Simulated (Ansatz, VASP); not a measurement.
# Au: VASP beside Ansatz

Contents of INCAR:

```
ALGO = Normal ; EDIFF = 1E-6
ENCUT = 520 ; GGA = PE
ISIF = 2 ; ISMEAR = -1
LASPH = True ; LCHARG = False
LREAL = False ; LWAVE = False
NBANDS = 12 ; NELM = 60
PREC = Accurate ; SIGMA = 0.03
```

The input KPOINTS:

```
k-points
0
Gamma
  14 14 14
```

The input POSCAR:

```
Au
1.0
    0.0000000000      2.0367013513      2.0782666850
    2.0367013513      0.0000000000      2.0782666850
    2.0367013513      2.0367013513      0.0000000000
Au
1
Direct
    0.0000000000      0.0000000000      0.0000000000
```

Input for Ansatz:

```yaml
crystal:
  lattice:
    - [0.0, 2.0367013513, 2.078266685]
    - [2.0367013513, 0.0, 2.078266685]
    - [2.0367013513, 2.0367013513, 0.0]
  atoms:
    - { symbol: Au, position: [0.0, 0.0, 0.0] }
kpoints:
  mp_grid: { grid: [14, 14, 14] }
scf:
  occupations: { method: fermi_dirac, width: 0.03 }
hamiltonian:
  xc: pbe
  pseudopotentials: { kind: all_electron, lapw: { basis_error: 0.001 } }
output:
  forces: true
  stress: true
  eigenvalues: true
```

Change from the starting cell: x and y stretched by -2 %, z held.

Alike in both runs: task single point; functional PBE; k mesh 14 × 14 × 14; occupations fermi-dirac, width 0.03 eV; no spin polarisation.

```csv
,VASP,Ansatz
version,VASP 6.6.1,Ansatz 0.2.0
potentials or method,"VASP PAW PBE potentials, release 64 (Au), cutoff 520 eV","all-electron LAPW, scalar-relativistic"
```

```csv
,VASP,Ansatz,Ansatz less VASP
pressure (GPa),6.2,6.5,+0.28
"traceless stress, the component that is largest in VASP (GPa)",-0.40,-0.39,+0.009
```

Ansatz ran all-electron here, and VASP with PAW potentials.

Neither program's run includes spin-orbit coupling.
